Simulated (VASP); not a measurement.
# WC (P1) in VASP: further runs

Runs on WC. Level: PBE. Tasks: single point.

Program: VASP 6.6.1. These are calculated values, not measurements. Logs are shortened: lines on timing, memory, paths and dates and some standing lists are left out, and cuts for length are marked.

## Step 1: The cell of the first run

The typed cell holds 16 atoms: a = 5.820 Å, b = 5.084 Å, c = 5.789 Å, α = 91.61°, β = 87.30°, γ = 90.18°.

## Step 2: Single point, PBE

File INCAR:

```
SYSTEM = WC
PREC = Accurate
ENCUT = 520
EDIFF = 1E-6
ISMEAR = -1
SIGMA = 0.24
LREAL = Auto
LASPH = .True.
NELM = 100
ALGO = Normal
ISIF = 2
LWAVE = .False.
LCHARG = .False.
GGA = PE
NBANDS = 86
```

File KPOINTS:

```
Automatic mesh
0
Gamma
  2 2 2
  0 0 0
```

File POSCAR:

```
WC
1.0
   -2.9159700000     -5.0346520000      0.1381710000
    4.4055130000     -2.5355460000     -0.0715610000
   -0.1372700000     -0.0764620000      5.7871500000
W C
8 8
Direct
    0.7451597303      0.4816066054      0.0528938744
    0.7937419507      0.5019687593      0.5390994302
    0.5188123467     -0.0122469598      0.0524850357
    0.4984481568     -0.0094094089      0.5368023246
    0.2534805657      0.4728961800      0.0714543878
    0.2624477091      0.4845004517      0.5688307154
   -0.0006166365     -0.0442865834      0.0509432120
    0.0252795525      0.0178781731      0.5073803995
    0.5008779194      0.6373611549      0.3151297959
    0.5214916722      0.6505267034      0.8439555421
    0.3037530960      0.1465369748      0.2989410096
    0.2680088231      0.1464038335      0.8325074964
   -0.0007944601      0.6374056621      0.2645556376
    0.0126119448      0.6294861481      0.7979409646
    0.7391987922      0.1443669030      0.2974340053
    0.7749277258      0.1711882968      0.7984721092
```

Potentials or basis: VASP PAW PBE potentials, release 64 (W_sv, C).

The run is started by

```sh
> cat potpaw_PBE.64/W_sv/POTCAR potpaw_PBE.64/C/POTCAR > POTCAR
> mpirun -np 1 vasp_std > vasp.out
```

OUTCAR:

```text
SYSTEM = WC
   PREC = Accurate
   ENCUT = 520
   EDIFF = 1E-6
   ISMEAR = -1
   LREAL = Auto
   LASPH = .True.
   NELM = 100
   ISIF = 2
   GGA = PE

 ion  position               nearest neighbor table
   1  0.745  0.482  0.053-  10 2.03  13 2.10  16 2.13   9 2.17  14 2.24  15 2.25   7 2.82   3 2.83
                             2 2.84   5 2.86   3 2.89   5 2.97   2 2.98   7 3.06
   2  0.794  0.502  0.539-  13 2.08  14 2.10  16 2.28  15 2.29   9 2.31  10 2.42   6 2.74   8 2.81
                             1 2.84   8 2.95   1 2.98   4 3.03   6 3.09   4 3.11
   3  0.519  0.988  0.052-  11 2.01  10 2.07  15 2.10  12 2.15  16 2.26   9 2.37   4 2.80   7 2.80
                             1 2.83   1 2.89   5 2.91   4 2.99   7 3.03   5 3.04
   4  0.498  0.991  0.537-  11 2.01  15 2.09   9 2.18  12 2.25  16 2.42  10 2.52   8 2.77   3 2.80
                             6 2.86   6 2.92   3 2.99   2 3.03   8 3.07   2 3.11
   5  0.253  0.473  0.071-  13 1.98  12 2.13  11 2.18  10 2.20   9 2.21  14 2.32   1 2.86   7 2.88
                             6 2.88   6 2.91   3 2.91   1 2.97   7 3.01   3 3.04
   6  0.262  0.485  0.569-  14 2.05   9 2.13  11 2.30  12 2.33  10 2.38  13 2.53   2 2.74   8 2.76
                             4 2.86   5 2.88   5 2.91   4 2.92   8 3.08   2 3.09
   7  0.999  0.956  0.051-  13 2.06  14 2.18  12 2.20  15 2.23  16 2.31  11 2.51   8 2.66   3 2.80
                             1 2.82   5 2.88   5 3.01   3 3.03   1 3.06   8 3.17
   8  0.025  0.018  0.507-  11 2.09  15 2.21  16 2.30  13 2.37  12 2.48  14 2.63   7 2.66   6 2.76
                             4 2.77   2 2.81   2 2.95   4 3.07   6 3.08   7 3.17
   9  0.501  0.637  0.315-   6 2.13   1 2.17   4 2.18   5 2.21   2 2.31   3 2.37
  10  0.521  0.651  0.844-   1 2.03   3 2.07   5 2.20   6 2.38   2 2.42   4 2.52
  11  0.304  0.147  0.299-   4 2.01   3 2.01   8 2.09   5 2.18   6 2.30   7 2.51
  12  0.268  0.146  0.833-   5 2.13   3 2.15   7 2.20   4 2.25   6 2.33   8 2.48
  13  0.999  0.637  0.265-   5 1.98   7 2.06   2 2.08   1 2.10   8 2.37   6 2.53
  14  0.013  0.629  0.798-   6 2.05   2 2.10   7 2.18   1 2.24   5 2.32   8 2.63
  15  0.739  0.144  0.297-   4 2.09   3 2.10   8 2.21   7 2.23   1 2.25   2 2.29
  16  0.775  0.171  0.798-   1 2.13   3 2.26   2 2.28   8 2.30   7 2.31   4 2.42

  LATTYP: Found a triclinic cell.
 ALAT       =     5.7892827373
 B/A-ratio  =     1.0052657128
 C/A-ratio  =     0.8780997242
 COS(alpha) =     0.0030636844
 COS(beta)  =     0.0280326268
 COS(gamma) =     0.0470389984

  Lattice vectors:

 A1 = (   0.1372700000,   0.0764620000,  -5.7871500000)
 A2 = (   2.9159700000,   5.0346520000,  -0.1381710000)
 A3 = (   4.4055130000,  -2.5355460000,  -0.0715610000)

Analysis of symmetry for initial positions (statically):
=====================================================================
 Subroutine PRICEL returns:
 Original cell was already a primitive cell.

 Routine SETGRP: Setting up the symmetry group for a
 triclinic supercell.

[... 143 lines left out ...]
   EFERMI =   0.00;   METHOD = LEGACY
   ISMEAR =    -1;   SIGMA  =   0.24  broadening in eV -4-tet -1-fermi 0-gaus
   EFERMI_NEDOS =   21; number of points for ismear=-14 and -15
   IALGO  =     38    algorithm
   IMIX   =      4    mixing-type and parameters
     AMIX     =   0.40;   BMIX     =  1.00
     AMIX_MAG =   1.60;   BMIX_MAG =  1.00
  volume/ion in A,a.u.               =      10.69        72.13
  Fermi-wavevector in a.u.,A,eV,Ry     =   1.545895  2.921319 32.515105  2.389793
  Thomas-Fermi vector in A             =   2.651209
   LORBIT       =      0    0 simple, 1 ext, 2 COOP (PROOUT), +10 PAW based schemes
   GGA     = PE    functional components
   LHFCALC =     F    Hartree Fock is set to
   AEXX    =    0.0000 exact exchange contribution
   IVDW    =     0    specifies the selected vdW correction
   LEPSILON=     F    determine dielectric tensor
   LRPA    =     F    only Hartree local field effects (RPA)
 non-spin polarized calculation
  energy-cutoff  :      520.00
  volume of cell :      171.02
 maximum number of plane-waves:      4617
 NGX is ok and might be reduce to    48
   NGX = 21   NGY = 19   NGZ = 21

 number of electron     144.0000001 magnetization

 Free energy of the ion-electron system (eV)
  ---------------------------------------------------
  ext. energy  EPLUGINS =         0.00000000
  ---------------------------------------------------
  free energy    TOTEN  =      -174.12501957 eV

  energy without entropy =     -173.28640860  energy(sigma->0) =     -173.70571408

 E-fermi :  11.0377     XC(G=0): -13.6009

 val. band max:       11.0296597507   @ k =  -0.0000   0.5000   0.0000
 cond. band min:      11.1168790061   @ k =   0.5000   0.0000   0.0000
 fundamental gap:      0.0872192554
 Fermi energy:        11.0376617660

 k-point     1 :       0.0000    0.0000    0.0000
  band No.  band energies     occupation
      1     -63.4447      2.00000
      2     -63.4009      2.00000
      3     -63.3596      2.00000
      4     -63.2662      2.00000
      5     -63.1534      2.00000
      6     -63.1034      2.00000
[... 685 lines left out ...]
     83      14.3417      0.00000
     84      14.5209      0.00000
 [bands above 84 left out]

------------------------ aborting loop because EDIFF is reached ----------------------------------------

  FORCE on cell =-STRESS in cart. coord.  units (eV):
  Direction    XX          YY          ZZ          XY          YZ          ZX
  --------------------------------------------------------------------------------------
  -------------------------------------------------------------------------------------
  Total       13.2465928     12.3885114      2.2063836      4.3889091      4.1350205     10.5292867
  in kB      124.0989640    116.0601412     20.6702146     41.1169182     38.7383960     98.6422390
  external PRESSURE =      86.9431066 kB  Pullay stress =       0.0000000 kB

 VOLUME and BASIS-vectors are now :
 -----------------------------------------------------------------------------
  energy-cutoff  :      520.00
  volume of cell :      171.02
      direct lattice vectors                 reciprocal lattice vectors
    -2.915970000 -5.034652000  0.138171000    -0.085832455 -0.149020923 -0.004004848
     4.405513000 -2.535546000 -0.071561000     0.170306051 -0.098562743  0.002737376
    -0.137270000 -0.076462000  5.787150000     0.004155211  0.002339169  0.172926094

 POSITION                                       TOTAL-FORCE (eV/Angst)
 -----------------------------------------------------------------------------------
     -0.05840     -4.97680      0.37460        -1.887839     -1.335670     -0.852261
     -0.17710     -5.31020      3.19360         1.009264      4.805618      1.659420
      2.83151     -5.12055      0.30474        -0.762755      0.720542     -2.169006
      2.83691     -5.06225      3.10454        -2.402549     -1.625350      3.898267
      1.33440     -2.48070      0.41470        -1.107783     -1.785388     -3.087382
      1.29110     -2.59330      3.29350        -1.292183     -1.964092     -0.759439
[... 8 lines left out ...]
     -1.56030     -4.11040      1.81310        -0.519682     -2.503525      0.354776
     -1.61510     -4.39660      4.71570        -0.997830      1.161988     -0.726333
 -----------------------------------------------------------------------------------
    total drift:                                0.017171      0.002839     -0.002411

  FREE ENERGIE OF THE ION-ELECTRON SYSTEM (eV)
  ---------------------------------------------------
  free  energy   TOTEN  =      -174.1250195704 eV

  energy  without entropy=     -173.2864085958  energy(sigma->0) =     -173.70571408
```

Run time: 8.3 min. Hardware: 1 thread of Intel Xeon 8259CL, shared host; peak memory 0.33 GiB.

Results:

- Free energy: -174.1250 eV
- Pressure: 8.7 GPa
- Largest force: 6.025 eV/Å
- Band gap on the k mesh: zero (bands 72 and 73 overlap by 0.13 eV)

Forces in eV/Å, atoms in the order of the input:
```
W   -1.888 -1.336 -0.852
W    1.009  4.806  1.659
W   -0.763  0.721 -2.169
W   -2.403 -1.625  3.898
W   -1.108 -1.785 -3.087
W   -1.292 -1.964 -0.759
W    2.302 -2.848 -2.874
W   -1.119  3.453  4.809
C    0.512 -0.899  0.194
C    0.439  1.420 -3.377
C    3.278  2.328  0.489
C    0.066  0.272 -1.986
C    1.018 -0.508  3.264
C    1.464 -0.694  1.163
C   -0.520 -2.504  0.355
C   -0.998  1.162 -0.726
```

Stress tensor (GPa, compression positive):
```
12.41  4.11  9.86
 4.11 11.61  3.87
 9.86  3.87  2.07
```

Caveat: the k points lie up to 0.62 Å⁻¹ apart; the atoms stand as in a frame of molecular dynamics; spin-orbit coupling is left out, which moves the levels of the heavy elements; forces of over 1 eV/Å act on the atoms, so gaps and moduli don't describe the material at rest.

[end of part 1 of 2]

The gap in the log of VASP goes by the Fermi energy; the results here count the filled bands.